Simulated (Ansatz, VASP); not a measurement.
## Sb in VASP and in Ansatz

Contents of INCAR:

```
SYSTEM = Sb
PREC = Accurate ; ENCUT = 500
EDIFF = 1E-6 ; ISMEAR = 0
SIGMA = 0.014 ; LREAL = .False.
LASPH = .True. ; NELM = 120
ALGO = Normal ; ISIF = 2
LWAVE = .False. ; LCHARG = .False.
GGA = PE ; NBANDS = 8
GGA_COMPAT = .False.
```

KPOINTS

```
regular mesh
0
Gamma
  8 8 8
  0 0 0
```

File POSCAR:

```
Sb
1.0
    3.1600000000      0.0000000000      0.0000000000
    0.0000000000      3.1600000000      0.0000000000
    0.0000000000      0.0000000000      3.1600000000
Sb
1
Direct
    0.0000000000      0.0000000000      0.0000000000
```

input.yaml

```yaml
crystal:
  lattice:
    - [3.16, 0.0, 0.0]
    - [0.0, 3.16, 0.0]
    - [0.0, 0.0, 3.16]
  atoms:
    - { symbol: Sb, position: [0.0, 0.0, 0.0] }
hamiltonian:
  xc: pbe
  pseudopotentials: { kind: paw }
kpoints:
  mp_grid: { grid: [8, 8, 8] }
scf:
  occupations: { method: gaussian, width: 0.014 }
output:
  forces: true
  stress: true
  eigenvalues: true
```

Alike in both runs: task single point; functional PBE; k mesh 8 × 8 × 8; occupations gaussian, width 0.014 eV; no spin polarisation.

|  | VASP | Ansatz |
| --- | --- | --- |
| version | VASP 6.6.1 | Ansatz 0.2.0 |
| potentials or method | VASP PAW PBE potentials, release 64 (Sb) | Ansatz PAW |
| plane-wave cutoff (eV) | 500 | 420 |
| valence electrons in the cell | 5 | 15 |

```tsv
	VASP	Ansatz	Ansatz less VASP
gap on the k mesh at the Fermi level (eV)	none	none	-
pressure (GPa)	-2.3	-2.3	+0.04
```

A gap of «none» marks a metal or a gap that the smearing closes. VASP's potentials hold 5 valence electrons a cell and Ansatz's 15, so a difference there can come from the potentials and not from the codes.

Spin-orbit coupling is off throughout.
